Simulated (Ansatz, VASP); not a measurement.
# Two plane-wave programs on Mo

POSCAR

```
Mo
1.0
   -1.5734150000      1.5734150000      1.5734150000
    1.5734150000     -1.5734150000      1.5734150000
    1.5734150000      1.5734150000     -1.5734150000
Mo
1
Direct
    0.0000000000      0.0000000000      0.0000000000
```

The input INCAR.step1:

```
SYSTEM = Mo
PREC = Accurate
ENCUT = 600
ISMEAR = -1
SIGMA = 0.1
LREAL = .False.
LASPH = .True.
NELM = 60
GGA = PE
ALGO = Normal
EDIFF = 1E-4
LWAVE = .True.
LCHARG = .False.
```

The input INCAR.step2:

```
SYSTEM = Mo
PREC = Accurate
ENCUT = 600
EDIFF = 1E-6
ISMEAR = -1
SIGMA = 0.1
LREAL = .False.
LASPH = .True.
NELM = 60
ALGO = Normal
ISIF = 3
LWAVE = .False.
LCHARG = .False.
METAGGA = R2SCAN
LMIXTAU = .True.
IBRION = 2
NSW = 100
EDIFFG = -0.002
ISTART = 1
```

KPOINTS

```
regular mesh
0
Gamma
  24 24 24
  0 0 0
```

Input for Ansatz:

```yaml
crystal:
  lattice:
    - [-1.573415, 1.573415, 1.573415]
    - [1.573415, -1.573415, 1.573415]
    - [1.573415, 1.573415, -1.573415]
  atoms:
    - { symbol: Mo, position: [0.0, 0.0, 0.0] }
kpoints:
  mp_grid: { grid: [24, 24, 24] }
scf:
  occupations: { method: fermi_dirac, width: 0.1 }
hamiltonian:
  xc: r2scan
  pseudopotentials: { kind: paw }
relax:
  f_tol: 0.002
  max_steps: 80
  cell: {}
output:
  forces: true
  stress: true
  write_density: true
  write_potential: true
  elf: true
  volumetric_format: npy
```

Alike in both runs: task relaxation of cell and atoms; functional r2SCAN; k mesh 24 × 24 × 24; occupations fermi-dirac, width 0.1 eV; no spin polarisation.

|  | VASP | Ansatz |
| --- | --- | --- |
| version | VASP 6.6.1 | Ansatz 0.2.0 |
| potentials or method | VASP PAW PBE potentials, release 64 (Mo_sv) | PAW with Ansatz's default frozen-core files, scalar-relativistic |
| plane-wave cutoff (eV) | 600 | 500 |
| valence electrons in the cell | 14 | 14 |

```csv
,VASP,Ansatz,Ansatz less VASP
relaxed volume (Å³/atom),15.71,15.64,-0.063
relaxed cell length with the largest relative difference (Å),2.733,2.729,-0.0036
```

VASP's potentials were made for PBE, not for r2SCAN.
